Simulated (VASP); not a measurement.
# CuF (P6_3/mmc) in VASP: a series of runs

CuF is run at these levels: PBE, r2SCAN; tasks: single point.

Program: VASP 6.6.1. These are calculated values, not measurements. Logs are shortened: lines on timing, memory, paths and dates and some standing lists are left out, and cuts for length are marked.

## 1. The cell of the first run

The structure is hexagonal, space group P6_3/mmc (No. 194). The conventional cell has a = 2.763 Å, b = 2.763 Å, c = 6.402 Å, α = 90.00°, β = 90.00°, γ = 120.00°. Within 3.0 Å of Cu (site symmetry -3m) lie 6 F at 2.26 Å and 6 Cu at 2.76 Å. Within 3.0 Å of F (site symmetry -6m2) lie 6 Cu at 2.26 Å and 6 F at 2.76 Å.

## 2. Single point, PBE

Input file INCAR:

```
ALGO = Normal ; EDIFF = 1E-6
ENCUT = 520 ; GGA = PE
ISIF = 2 ; ISMEAR = -1
LASPH = True ; LCHARG = False
LREAL = False ; LWAVE = False
NBANDS = 26 ; NELM = 80
PREC = Accurate ; SIGMA = 0.02
```

Input file KPOINTS:

```
k-points
0
Gamma
  9 9 4
```

Input file POSCAR:

```
CuF
1.0
    2.7625362599      0.0000000000      0.0000000000
   -1.3812681299      2.3924265799      0.0000000000
    0.0000000000      0.0000000000      6.4019833617
Cu F
2 2
Direct
    0.0000000000      0.0000000000      0.0000000000
    0.0000000000      0.0000000000      0.5000000000
    0.3333333333      0.6666666667      0.2500000000
    0.6666666667      0.3333333333      0.7500000000
```

Potentials or basis: VASP PAW PBE potentials, release 64 (Cu, F).

Run with:

```sh
$ cat potpaw_PBE.64/Cu/POTCAR potpaw_PBE.64/F/POTCAR > POTCAR
$ mpirun -np 1 vasp_std > vasp.out
```

OUTCAR:

```text
EDIFF = 1E-6
   ENCUT = 520
   GGA = PE
   ISIF = 2
   ISMEAR = -1
   LASPH = True
   LREAL = False
   NELM = 80
   PREC = Accurate

 ion  position               nearest neighbor table
   1  0.000  0.000  0.000-   3 2.26   4 2.26   3 2.26   4 2.26   4 2.26   3 2.26
   2  0.000  0.000  0.500-   3 2.26   4 2.26   3 2.26   4 2.26   4 2.26   3 2.26
   3  0.333  0.667  0.250-   1 2.26   2 2.26   1 2.26   2 2.26   1 2.26   2 2.26
   4  0.667  0.333  0.750-   1 2.26   2 2.26   1 2.26   2 2.26   1 2.26   2 2.26

  LATTYP: Found a hexagonal cell.
 ALAT       =     2.7625362599
 C/A-ratio  =     2.3174296224

  Lattice vectors:

 A1 = (   2.7625362599,   0.0000000000,   0.0000000000)
 A2 = (  -1.3812681299,   2.3924265799,   0.0000000000)
 A3 = (   0.0000000000,   0.0000000000,   6.4019833617)

Analysis of symmetry for initial positions (statically):
=====================================================================
 Subroutine PRICEL returns:
 Original cell was already a primitive cell.

 Routine SETGRP: Setting up the symmetry group for a
 hexagonal supercell.

 Subroutine GETGRP returns: Found 24 space group operations
 (whereof 12 operations were pure point group operations)
 out of a pool of 24 trial point group operations.

The static configuration has the point symmetry D_3d.
 The point group associated with its full space group is D_6h.

Analysis of symmetry for dynamics (positions and initial velocities):
=====================================================================
 Subroutine PRICEL returns:
 Original cell was already a primitive cell.

 Routine SETGRP: Setting up the symmetry group for a
 hexagonal supercell.

 Subroutine GETGRP returns: Found 24 space group operations
 (whereof 12 operations were pure point group operations)
 out of a pool of 24 trial point group operations.

The dynamic configuration has the point symmetry D_3d.
 The point group associated with its full space group is D_6h.

 Subroutine INISYM returns: Found 24 space group operations
 (whereof 12 operations are pure point group operations),
 and found     1 'primitive' translations

----------------------------------------------------------------------------------------

                                     Primitive cell

  volume of cell :      42.3118

  direct lattice vectors                    reciprocal lattice vectors
     2.762536260  0.000000000  0.000000000     0.361986199  0.208992829  0.000000000
[... 84 lines left out ...]
   ISPIN  =      1    spin polarized calculation?
   LNONCOLLINEAR =      F non collinear calculations
   LSORBIT =      F    spin-orbit coupling
   LASPH  =      T    aspherical Exc in radial PAW
   ENCUT  =  520.0 eV  38.22 Ry    6.18 a.u.   5.14  5.14 11.90*2*pi/ulx,y,z
   NELM   =     80;   NELMIN=  2; NELMDL= -5     # of ELM steps
   EDIFF  = 0.1E-05   stopping-criterion for ELM
   LREAL  =      F    real-space projection
   EDIFFG = 0.1E-04   stopping-criterion for IOM
   NSW    =      0    number of steps for IOM
   IBRION =     -1    ionic relax: 0-MD 1-quasi-New 2-CG
   NFREE  =      0    steps in history (QN), initial steepest desc. (CG)
   ISIF   =      2    stress and relaxation
   ISYM   =      2    0-nonsym 1-usesym 2-fastsym
   POTIM  = 0.5000    time-step for ionic-motion
   TEBEG  =    0.0;   TEEND  =   0.0 temperature during run
   PSTRESS=    0.0 pullay stress
   NELECT =      36.0000    total number of electrons
   NUPDOWN=      -1.0000    fix difference up-down
   EMIN   =  10.00;   EMAX   =-10.00  energy-range for DOS
   EFERMI =   0.00;   METHOD = LEGACY
   ISMEAR =    -1;   SIGMA  =   0.02  broadening in eV -4-tet -1-fermi 0-gaus
   EFERMI_NEDOS =   21; number of points for ismear=-14 and -15
   IALGO  =     38    algorithm
   IMIX   =      4    mixing-type and parameters
     AMIX     =   0.40;   BMIX     =  1.00
     AMIX_MAG =   1.60;   BMIX_MAG =  1.00
  volume/ion in A,a.u.               =      10.58        71.38
  Fermi-wavevector in a.u.,A,eV,Ry     =   1.551274  2.931483 32.741769  2.406452
  Thomas-Fermi vector in A             =   2.655817
   LORBIT       =      0    0 simple, 1 ext, 2 COOP (PROOUT), +10 PAW based schemes
   GGA     = PE    functional components
   LHFCALC =     F    Hartree Fock is set to
   AEXX    =    0.0000 exact exchange contribution
   IVDW    =     0    specifies the selected vdW correction
   LEPSILON=     F    determine dielectric tensor
   LRPA    =     F    only Hartree local field effects (RPA)
 non-spin polarized calculation
  energy-cutoff  :      520.00
  volume of cell :       42.31
 maximum number of plane-waves:      1152
 NGX is ok and might be reduce to    24
   NGX = 11   NGY = 11   NGZ = 23

 number of electron      35.9999993 magnetization

 Free energy of the ion-electron system (eV)
  ---------------------------------------------------
  ext. energy  EPLUGINS =         0.00000000
  ---------------------------------------------------
  free energy    TOTEN  =       -14.24670531 eV

  energy without entropy =      -14.24343637  energy(sigma->0) =      -14.24507084

 E-fermi :   4.8301     XC(G=0): -11.6411

 val. band max:        4.8255709752   @ k =   0.3333   0.3333   0.5000
 cond. band min:       4.9100298811   @ k =   0.1111  -0.0000   0.2500
 fundamental gap:      0.0844589059
 Fermi energy:         4.8300696454

 k-point     1 :       0.0000    0.0000    0.0000
  band No.  band energies     occupation
      1     -19.4510      2.00000
      2     -19.2779      2.00000
      3      -3.5331      2.00000
      4      -1.0568      2.00000
      5       0.3714      2.00000
      6       0.3714      2.00000
[... 685 lines left out ...]
     25      16.7507      0.00000
     26      19.1024      0.00000

 [... further k-points ...]
[... 5 lines left out ...]
  --------------------------------------------------------------------------------------
  -------------------------------------------------------------------------------------
  Total        1.3838815      1.3838815      2.1537883      0.0000000     -0.0000000      0.0000000
  in kB       52.4020566     52.4020566     81.5553472      0.0000000     -0.0000000      0.0000000
  external PRESSURE =      62.1198201 kB  Pullay stress =       0.0000000 kB

 VOLUME and BASIS-vectors are now :
 -----------------------------------------------------------------------------
  energy-cutoff  :      520.00
  volume of cell :       42.31
      direct lattice vectors                 reciprocal lattice vectors
     2.762536260  0.000000000  0.000000000     0.361986199  0.208992829  0.000000000
    -1.381268130  2.392426580  0.000000000     0.000000000  0.417985659  0.000000000
     0.000000000  0.000000000  6.401983362     0.000000000  0.000000000  0.156201593

 POSITION                                       TOTAL-FORCE (eV/Angst)
 -----------------------------------------------------------------------------------
      0.00000      0.00000      0.00000         0.000000      0.000000      0.000000
      0.00000      0.00000      3.20099         0.000000      0.000000      0.000000
     -0.00000      1.59495      1.60050        -0.000000      0.000000      0.000000
      1.38127      0.79748      4.80149        -0.000000      0.000000     -0.000000
 -----------------------------------------------------------------------------------
    total drift:                               -0.000000      0.000000      0.000000

  FREE ENERGIE OF THE ION-ELECTRON SYSTEM (eV)
  ---------------------------------------------------
  free  energy   TOTEN  =       -14.2467053148 eV

  energy  without entropy=      -14.2434363741  energy(sigma->0) =      -14.24507084
```

OSZICAR:

```text
N       E                     dE             d eps       ncg     rms          rms(c)
DAV:   1     0.351921589650E+03    0.35192E+03   -0.17850E+04  1978   0.220E+03
DAV:   2     0.263463042162E+02   -0.32558E+03   -0.30470E+03  1900   0.424E+02
DAV:   3    -0.148442959590E+02   -0.41191E+02   -0.39705E+02  2186   0.169E+02
DAV:   4    -0.161171991281E+02   -0.12729E+01   -0.12648E+01  2484   0.320E+01
DAV:   5    -0.161314745605E+02   -0.14275E-01   -0.14272E-01  2328   0.301E+00    0.922E+00
DAV:   6    -0.151110249709E+02    0.10204E+01   -0.11382E+01  2586   0.660E+01    0.718E+00
DAV:   7    -0.142583254125E+02    0.85270E+00   -0.30008E+00  2520   0.464E+01    0.188E+00
DAV:   8    -0.142564814590E+02    0.18440E-02   -0.27328E-01  2330   0.414E+00    0.766E-01
DAV:   9    -0.142470437759E+02    0.94377E-02   -0.20278E-02  2474   0.215E+00    0.189E-01
DAV:  10    -0.142467820842E+02    0.26169E-03   -0.49671E-03  2758   0.108E+00    0.114E-01
DAV:  11    -0.142467066684E+02    0.75416E-04   -0.72384E-04  2642   0.599E-01    0.341E-02
DAV:  12    -0.142467063349E+02    0.33351E-06   -0.77743E-05  2784   0.129E-01    0.109E-02
DAV:  13    -0.142467053921E+02    0.94273E-06   -0.14003E-05  2272   0.308E-02    0.260E-03
DAV:  14    -0.142467053148E+02    0.77303E-07   -0.54791E-07  1098   0.109E-02
   1 F= -.14246705E+02 E0= -.14245071E+02  d E =-.326894E-02
```

stdout:

```text
POSCAR found type information on POSCAR CuF
 POSCAR found :  2 types and       4 ions
 scaLAPACK will be used
 LDA part: xc-table for (Slater+PW92), standard interpolation
 POSCAR, INCAR and KPOINTS ok, starting setup
 FFT: planning ... GRIDC
 FFT: planning ... GRID_SOFT
 FFT: planning ... GRID
 WAVECAR not read
 entering main loop
```

Wall time 35 s (1 thread of Intel Xeon Platinum 8375C at 2.90GHz (Ice Lake), shared host); peak memory 0.18 GiB.

Results:

```
Free energy            : -14.2467 eV
Pressure               : 6.2 GPa
Band gap on the k mesh : zero (bands 18 and 19 overlap by 0.42 eV)
```

Stress tensor (GPa, compression positive):
```
5.24 0.00 0.00
0.00 5.24 0.00
0.00 0.00 8.16
```

Caveat: the cell stands under pressure.

## 3. Single point, PBE

Input file INCAR:

```
SYSTEM = CuF
ALGO     = Normal         ! electronic algorithm
EDIFF    = 1E-7           ! SCF threshold, eV
ENCUT    = 520            ! plane-wave cutoff, eV
GGA      = PE             ! functional
ISIF     = 2              ! what is computed and relaxed
ISMEAR   = -1             ! smearing method
LASPH    = .TRUE.         ! aspherical terms in the spheres
LCHARG   = .TRUE.         ! write CHGCAR
LELF     = .TRUE.         ! ELF
LREAL    = .FALSE.        ! projectors in reciprocal space
LVHAR    = .TRUE.       
LWAVE    = .FALSE.        ! write WAVECAR
NBANDS   = 26             ! bands
NELM     = 80             ! most SCF steps
PREC     = Accurate       ! precision mode
SIGMA    = 0.02           ! smearing width, eV
```

Input file KPOINTS:

```
k-points
0
G
  9 9 4
  0 0 0
```

POSCAR is that of step 2.

Potentials or basis: VASP PAW PBE potentials, release 64 (Cu, F).

Run with:

```sh
$ cat potpaw_PBE.64/Cu/POTCAR potpaw_PBE.64/F/POTCAR > POTCAR
$ mpirun -np 1 vasp_std > vasp.out
```

Wall time 38 s (1 thread of Intel Xeon Platinum 8375C at 2.90GHz (Ice Lake), shared host); peak memory 0.18 GiB.

Results (log left out):

```yaml
Free_energy: -14.2467 eV
Pressure: 6.2 GPa
Band_gap_on_the_k_mesh: zero (bands 18 and 19 overlap by 0.42 eV)
```

Stress tensor (GPa, compression positive):
```
5.24 0.00 0.00
0.00 5.24 0.00
0.00 0.00 8.16
```

Levels at points of the mesh, in eV from the Fermi level:
```
           k point  band 16  band 17  band 18  band 19  band 20  band 21
(0.00, 0.00, 0.00)    -0.66    -0.66    -0.37    -0.37     3.26     5.37
(0.00, 0.00, 0.50)    -0.54    -0.54    -0.54     0.60     0.60     8.63
```

Caveat: the cell stands under pressure. With open d or f shells a metallic result of PBE can be an artefact of self-interaction; +U or a hybrid may open a gap.

## 4. Single point, r2SCAN

POSCAR is that of step 3.

Input file INCAR.step1:

```
ALGO = Normal ; EDIFF = 1E-4
ENCUT = 520 ; GGA = PE
ISMEAR = -1 ; LASPH = T
LCHARG = F ; LREAL = F
LWAVE = T ; NBANDS = 26
NELM = 100 ; PREC = Accurate
SIGMA = 0.02
```

Input file INCAR.step2:

```
ALGO = Normal ; EDIFF = 1E-6
ENCUT = 520 ; ISIF = 2
ISMEAR = -1 ; ISTART = 1
LASPH = T ; LCHARG = F
LMIXTAU = T ; LREAL = F
LWAVE = F ; METAGGA = R2SCAN
NBANDS = 26 ; NELM = 100
PREC = Accurate ; SIGMA = 0.02
```

Input file KPOINTS:

```
k-points
0
Gamma
  9 9 4
```

Run with:

```sh
$ cat potpaw_PBE.64/Cu/POTCAR potpaw_PBE.64/F/POTCAR > POTCAR
$ cp INCAR.step1 INCAR
$ mpirun -np 1 vasp_std > vasp.out
$ cp INCAR.step2 INCAR
$ mpirun -np 1 vasp_std > vasp.out
```

Run time: 2.5 min. Hardware: 1 thread of Intel Xeon Platinum 8375C at 2.90GHz (Ice Lake), shared host; peak memory 0.18 GiB.

The run converged. Its results:

| Quantity | Value |
| --- | --- |
| Free energy | -31.7991 eV |
| Pressure | 0.2 GPa |
| Band gap on the k mesh | zero (bands 18 and 19 overlap by 0.36 eV) |

Levels at points of the mesh, in eV from the Fermi level:
```csv
k point,band 14,band 15,band 16,band 17,band 18,band 19,band 20,band 21,band 22,band 23
"(0.00, 0.00, 0.00)",-1.16,-0.65,-0.65,-0.50,-0.38,-0.38,3.64,5.95,13.63,14.81
"(0.00, 0.00, 0.50)",-1.21,-0.54,-0.54,-0.54,-0.54,0.95,0.95,9.26,9.26,19.93
```

Caveat: the PAW data sets were made with another functional, which shifts forces and pressure a little.
